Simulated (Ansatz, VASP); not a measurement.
LiF: VASP beside Ansatz

File INCAR:

```
PREC     = Accurate       # precision mode
ENCUT    = 520            # plane-wave cutoff, eV
EDIFF    = 1E-6           # SCF threshold, eV
ISMEAR   = 0              # smearing method
SIGMA    = 0.05           # smearing width, eV
LREAL    = F              # projectors in reciprocal space
LASPH    = T              # aspherical terms in the spheres
NELM     = 60             # most SCF steps
ALGO     = Normal         # electronic algorithm
ISIF     = 2              # what is computed and relaxed
LWAVE    = F              # write WAVECAR
LCHARG   = F              # write CHGCAR
GGA      = PE             # functional
NBANDS   = 18             # bands
```

The input KPOINTS:

```
Automatic mesh
0
Gamma
  9 9 6
```

POSCAR

```
LiF
1.0
    3.0774506209      0.0000000000      0.0000000000
   -1.5387253104      2.6651504166      0.0000000000
    0.0000000000      0.0000000000      5.0574823504
Li F
2 2
Direct
    0.3333333333      0.6666666667      0.4116718394
    0.6666666667      0.3333333333      0.9116718394
    0.3333333333      0.6666666667      0.9939266766
    0.6666666667      0.3333333333      0.4939266766
```

Input for Ansatz:

```yaml
crystal:
  lattice:
    - [3.0774506209, 0.0, 0.0]
    - [-1.5387253104, 2.6651504166, 0.0]
    - [0.0, 0.0, 5.0574823504]
  atoms:
    - { symbol: Li, position: [0.3333333333, 0.6666666667, 0.4116718394] }
    - { symbol: Li, position: [0.6666666667, 0.3333333333, 0.9116718394] }
    - { symbol: F, position: [0.3333333333, 0.6666666667, 0.9939266766] }
    - { symbol: F, position: [0.6666666667, 0.3333333333, 0.4939266766] }
basis:
  ecutwfc: 520.0
kpoints:
  mp_grid: { grid: [9, 9, 6] }
hamiltonian:
  xc: pbe
scf:
  occupations: { method: gaussian, width: 0.05 }
output:
  forces: true
  stress: true
  eigenvalues: true
  write_density: true
  write_potential: true
  elf: true
  volumetric_format: npy
```

Alike in both runs: task single point; functional PBE; k mesh 9 × 9 × 6; occupations gaussian, width 0.05 eV; no spin polarisation.

|  | VASP | Ansatz |
| --- | --- | --- |
| version | VASP 6.6.1 | Ansatz 0.2.0 |
| potentials or method | VASP PAW PBE potentials, release 64 (Li_sv, F), cutoff 520 eV | scalar-relativistic, plane waves, PAW |
| valence electrons in the cell | 20 | 20 |

Ansatz gave:

* gap on the k mesh at the Fermi level (eV): 7.50
* least direct gap on the mesh (eV): 7.50
* rms of the force components (eV/Å): 0.172

Q: What did VASP give for the same quantities?

A: gap on the k mesh at the Fermi level (eV): 7.49; least direct gap on the mesh (eV): 7.49; rms of the force components (eV/Å): 0.180.

Atom by atom the forces differ by 0.009 eV/Å (rms over components).

Noted on VASP's run: the cutoff is short for stress, so the pressure is rough.
